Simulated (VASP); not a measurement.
# PtSe2 in VASP: a series of runs, part 2 of 2

VASP 6.6.1.

### 3 Single point, PBE+D3(BJ)

Contents of INCAR:

```
  PREC = Accurate
  ENCUT = 520
  EDIFF = 1E-6
  ISMEAR = 0
  SIGMA = 0.05
  LREAL = F
  LASPH = T
  NELM = 100
  ALGO = Normal
  ISIF = 2
  LWAVE = F
  LCHARG = F
  LDIPOL = T
  IDIPOL = 3
  DIPOL = 0.5 0.5 0.382
  GGA = PE
  IVDW = 12
  NBANDS = 31
```

Contents of KPOINTS:

```
regular mesh
0
Gamma
  9 9 1
```

Contents of POSCAR:

```
PtSe2
1.0
    3.7070358307      0.0000000000      0.0000000000
   -1.8535179153      3.2103872021      0.0000000000
    0.0000000000      0.0000000000     22.7981611688
Se Pt
4 2
Direct
    0.6666666667      0.3333333333      0.1973843402
    0.3333333333      0.6666666667      0.3135814565
    0.6666666667      1.3333333333      0.4499959672
    1.0000000000      1.0000000000      0.5661930834
    0.0000000000      0.0000000000      0.2554828983
    1.3333333333      1.6666666667      0.5080945253
```

Potentials or basis: VASP PAW PBE potentials, release 64 (Se, Pt).

Started as:

```sh
> cat potpaw_PBE.64/Se/POTCAR potpaw_PBE.64/Pt/POTCAR > POTCAR
> mpirun -np 1 vasp_std > vasp.out
```

OUTCAR:

```text
PREC = Accurate
   ENCUT = 520
   EDIFF = 1E-6
   ISMEAR = 0
   LREAL = F
   LASPH = T
   NELM = 100
   ISIF = 2
   GGA = PE
   IVDW = 12
 IVDW          = 12

 ion  position               nearest neighbor table
   1  0.667  0.333  0.197-   5 2.52   5 2.52   5 2.52
   2  0.333  0.667  0.314-   5 2.52   5 2.52   5 2.52
   3  0.667  0.333  0.450-   6 2.52   6 2.52   6 2.52
   4  0.000  0.000  0.566-   6 2.52   6 2.52   6 2.52
   5  0.000  0.000  0.255-   1 2.52   1 2.52   1 2.52   2 2.52   2 2.52   2 2.52
   6  0.333  0.667  0.508-   4 2.52   3 2.52   3 2.52   4 2.52   4 2.52   3 2.52

  LATTYP: Found a hexagonal cell.
 ALAT       =     3.7070358307
 C/A-ratio  =     6.1499705452

  Lattice vectors:

 A1 = (   3.7070358307,   0.0000000000,   0.0000000000)
 A2 = (  -1.8535179153,   3.2103872021,   0.0000000000)
 A3 = (   0.0000000000,   0.0000000000,  22.7981611688)

Analysis of symmetry for initial positions (statically):
=====================================================================
 Subroutine PRICEL returns:
 Original cell was already a primitive cell.

 Routine SETGRP: Setting up the symmetry group for a
 hexagonal supercell.

 Subroutine GETGRP returns: Found  6 space group operations
 (whereof  6 operations were pure point group operations)
 out of a pool of 24 trial point group operations.

The static configuration has the point symmetry C_3v.

Analysis of symmetry for dynamics (positions and initial velocities):
=====================================================================
 Subroutine PRICEL returns:
 Original cell was already a primitive cell.

 Routine SETGRP: Setting up the symmetry group for a
 hexagonal supercell.

 Subroutine GETGRP returns: Found  6 space group operations
 (whereof  6 operations were pure point group operations)
 out of a pool of 24 trial point group operations.

The dynamic configuration has the point symmetry C_3v.

 Subroutine INISYM returns: Found  6 space group operations
 (whereof  6 operations are pure point group operations),
 and found     1 'primitive' translations

----------------------------------------------------------------------------------------

                                     Primitive cell

  volume of cell :     271.3214

  direct lattice vectors                    reciprocal lattice vectors
     3.707035831  0.000000000  0.000000000     0.269757306  0.155744453  0.000000000
    -1.853517915  3.210387202  0.000000000     0.000000000  0.311488907  0.000000000
     0.000000000  0.000000000 22.798161169     0.000000000  0.000000000  0.043863187

  length of vectors
     3.707035831  3.707035831 22.798161169     0.311488907  0.311488907  0.043863187

  position of ions in fractional coordinates (direct lattice)
     0.666666667  0.333333333  0.197384340
     0.333333333  0.666666667  0.313581457
     0.666666667  0.333333333  0.449995967
     0.000000000  0.000000000  0.566193083
     0.000000000  0.000000000  0.255482898
     0.333333333  0.666666667  0.508094525

  ion indices of the primitive-cell ions
   primitive index   ion index
                 1           1
                 2           2
[... 40 lines left out ...]
  0.333333  0.111111  0.000000     12.000000
  0.444444  0.111111  0.000000      6.000000
  0.222222  0.222222  0.000000      6.000000
  0.333333  0.222222  0.000000     12.000000
  0.333333  0.333333  0.000000      2.000000
   k-points           NKPTS =     12   k-points in BZ     NKDIM =     12   number of bands    NBANDS=     31
   number of dos      NEDOS =    301   number of ions     NIONS =      6
   total plane-waves  NPLWV = 141120
   dimension x,y,z NGX =    28 NGY =   28 NGZ =  180
   dimension x,y,z NGXF=    56 NGYF=   56 NGZF=  360
   ions per type =               4   2
   NGX,Y,Z   is equivalent  to a cutoff of  12.56, 12.56, 13.13 a.u.
   NGXF,Y,Z  is equivalent  to a cutoff of  25.11, 25.11, 26.25 a.u.
 SYSTEM =  unknown system
   PREC   = accura    normal or accurate (medium, high low for compatibility)
   ISTART =      0    job   : 0-new  1-cont  2-samecut
   ICHARG =      2    charge: 1-file 2-atom 10-const
   ISPIN  =      1    spin polarized calculation?
   LNONCOLLINEAR =      F non collinear calculations
   LSORBIT =      F    spin-orbit coupling
   LASPH  =      T    aspherical Exc in radial PAW
   ENCUT  =  520.0 eV  38.22 Ry    6.18 a.u.   6.89  6.89 42.39*2*pi/ulx,y,z
   NELM   =    100;   NELMIN=  2; NELMDL= -5     # of ELM steps
   EDIFF  = 0.1E-05   stopping-criterion for ELM
   LREAL  =      F    real-space projection
   EDIFFG = 0.1E-04   stopping-criterion for IOM
   NSW    =      0    number of steps for IOM
   IBRION =     -1    ionic relax: 0-MD 1-quasi-New 2-CG
   NFREE  =      0    steps in history (QN), initial steepest desc. (CG)
   ISIF   =      2    stress and relaxation
   ISYM   =      2    0-nonsym 1-usesym 2-fastsym
   POTIM  = 0.5000    time-step for ionic-motion
   TEBEG  =    0.0;   TEEND  =   0.0 temperature during run
   PSTRESS=    0.0 pullay stress
   NELECT =      44.0000    total number of electrons
   NUPDOWN=      -1.0000    fix difference up-down
   EMIN   =  10.00;   EMAX   =-10.00  energy-range for DOS
   EFERMI =   0.00;   METHOD = LEGACY
   ISMEAR =     0;   SIGMA  =   0.05  broadening in eV -4-tet -1-fermi 0-gaus
   EFERMI_NEDOS =   21; number of points for ismear=-14 and -15
   IALGO  =     38    algorithm
   IMIX   =      4    mixing-type and parameters
     AMIX     =   0.40;   BMIX     =  1.00
     AMIX_MAG =   1.60;   BMIX_MAG =  1.00
  volume/ion in A,a.u.               =      45.22       305.16
  Fermi-wavevector in a.u.,A,eV,Ry     =   0.892752  1.687058 10.843938  0.797007
  Thomas-Fermi vector in A             =   2.014742
   LORBIT       =      0    0 simple, 1 ext, 2 COOP (PROOUT), +10 PAW based schemes
   GGA     = PE    functional components
   LHFCALC =     F    Hartree Fock is set to
   AEXX    =    0.0000 exact exchange contribution
   IVDW    =    12    specifies the selected vdW correction
   LEPSILON=     F    determine dielectric tensor
   LRPA    =     F    only Hartree local field effects (RPA)
 non-spin polarized calculation
 Gauss-broadening in eV      SIGMA  =   0.05
  energy-cutoff  :      520.00
  volume of cell :      271.32
 maximum number of plane-waves:      7334
 NGX is ok and might be reduce to    28
   NGX = 13   NGY = 13   NGZ = 85

 number of electron      44.0000001 magnetization

 dipolmoment           0.000000      0.000000     -0.003769 electrons x Angstroem

 Free energy of the ion-electron system (eV)
  ---------------------------------------------------
  ext. energy  EPLUGINS =         0.00000000
  ---------------------------------------------------
  free energy    TOTEN  =       -28.56812512 eV

  energy without entropy =      -28.56812512  energy(sigma->0) =      -28.56812512

 E-fermi :   0.0001     XC(G=0):  -5.4572

 val. band max:       -0.2826140924   @ k =   0.1111   0.0000   0.0000
 cond. band min:       0.5340988389   @ k =   0.2222  -0.0000   0.0000
 fundamental gap:      0.8167129312
 Fermi energy:         0.0000621028

 k-point     1 :       0.0000    0.0000    0.0000
  band No.  band energies     occupation
      1     -14.8073      2.00000
      2     -14.6887      2.00000
      3     -13.0862      2.00000
      4     -12.8806      2.00000
      5      -6.1097      2.00000
      6      -5.8063      2.00000
[... 397 lines left out ...]
     30       7.3770      0.00000
     31       7.4453      0.00000

------------------------ aborting loop because EDIFF is reached ----------------------------------------

 vacuum level on the upper side and lower side of the slab       (xc-potential included)        -0.152        -0.095

 Edisp (eV)   -2.14241

 E8    (eV) :    -0.9499

  FORCE on cell =-STRESS in cart. coord.  units (eV):
  Direction    XX          YY          ZZ          XY          YZ          ZX
  --------------------------------------------------------------------------------------
  -------------------------------------------------------------------------------------
  Total      -0.05088    -0.05088    -0.73982    -0.00000     0.00000    -0.00000
  in kB      -0.30047    -0.30047    -4.36868    -0.00000     0.00000    -0.00000
  external pressure =       -1.66 kB  Pullay stress =        0.00 kB

 VOLUME and BASIS-vectors are now :
 -----------------------------------------------------------------------------
  energy-cutoff  :      520.00
  volume of cell :      271.32
      direct lattice vectors                 reciprocal lattice vectors
     3.707035831  0.000000000  0.000000000     0.269757306  0.155744453  0.000000000
    -1.853517915  3.210387202  0.000000000     0.000000000  0.311488907  0.000000000
     0.000000000  0.000000000 22.798161169     0.000000000  0.000000000  0.043863187

 POSITION                                       TOTAL-FORCE (eV/Angst)
 -----------------------------------------------------------------------------------
      1.85352      1.07013      4.50000         0.000000     -0.000000     -0.012061
     -0.00000      2.14026      7.14908         0.000000      0.000000      0.046981
      1.85352      1.07013     10.25908        -0.000000     -0.000000     -0.076168
      0.00000      0.00000     12.90816        -0.000000      0.000000      0.005206
      0.00000      0.00000      5.82454        -0.000000      0.000000      0.117828
     -0.00000      2.14026     11.58362         0.000000     -0.000000     -0.081785
 -----------------------------------------------------------------------------------
    total drift:                                0.000000     -0.000000      0.000214

  FREE ENERGIE OF THE ION-ELECTRON SYSTEM (eV)
  ---------------------------------------------------
  free  energy   TOTEN  =       -30.7105381306 eV

  energy  without entropy=      -30.7105381306  energy(sigma->0) =      -30.71053813

 vacuum level on the upper side and lower side of the slab         4.853         4.912
```

Run time: 2 min. Hardware: 1 thread of Intel Xeon Platinum 8488C (Sapphire Rapids), shared host; peak memory 0.41 GiB.

What came out:

```yaml
Free_energy: -30.7105 eV
Largest_force: 0.118 eV/Å
Band_gap_on_the_k_mesh: 0.82 eV (least direct gap 1.15 eV)
Dispersion_energy_per_atom: -0.357 eV
```

Forces on the atoms (eV/Å):
```
Se   0.000  0.000 -0.012
Se   0.000  0.000  0.047
Se   0.000  0.000 -0.076
Se   0.000  0.000  0.005
Pt   0.000  0.000  0.118
Pt   0.000  0.000 -0.082
```

Caveat: spin-orbit coupling is left out, which moves the levels of the heavy elements.
